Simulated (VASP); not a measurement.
Write the native input for VASP 6.6.1 that does the following.

```yaml
Task: single point
Functional: LDA
Potentials_or_basis: VASP PAW LDA potentials, release 64 (Ca_sv, Hg)
Cutoff: 520 eV
k_mesh: 5 × 5 × 5
Occupations: fermi-dirac, width 0.15 eV
Spin: no spin polarisation
Dipole_correction: no
Further_INCAR_settings: ALGO = Normal; EDIFF = 1e-06; NBANDS = 18
```

The structure of CaHg lies in POSCAR:

```
CaHg
1.0
    3.6512077697      0.0000000000      0.0000000000
    0.0000000000      3.6512077697      0.0000000000
    0.0000000000      0.0000000000      3.6512077697
Ca Hg
1 1
Direct
    0.0000000000      0.0000000000      0.0000000000
    0.5000000000      0.5000000000      0.5000000000
```

These files were run (other wordings do the same):

INCAR

```
ALGO = Normal
EDIFF = 1E-6
ENCUT = 520
GGA = CA
ISIF = 2
ISMEAR = -1
LASPH = True
LCHARG = False
LREAL = False
LWAVE = False
NBANDS = 18
NELM = 100
PREC = Accurate
SIGMA = 0.15
```

KPOINTS

```
k-points
0
Gamma
  5 5 5
```

Potentials or basis: VASP PAW LDA potentials, release 64 (Ca_sv, Hg).

Command:

```bash
$ cat potpaw_LDA.64/Ca_sv/POTCAR potpaw_LDA.64/Hg/POTCAR > POTCAR
$ mpirun -np 1 vasp_std > vasp.out
```

Results of the run:

```json
{
 "Pressure": "0.3 GPa",
 "Band gap on the k mesh": "zero (band 11 reaches 5.35 eV, above the bottom of band 12 at 3.01 eV)"
}
```

Caveat: spin-orbit coupling is left out, which moves the levels of the heavy elements.

It took 3.4 s on 1 thread of Intel(R) Xeon(R) 6975P-C (Granite Rapids), on a shared host, peak memory 0.14 GiB.
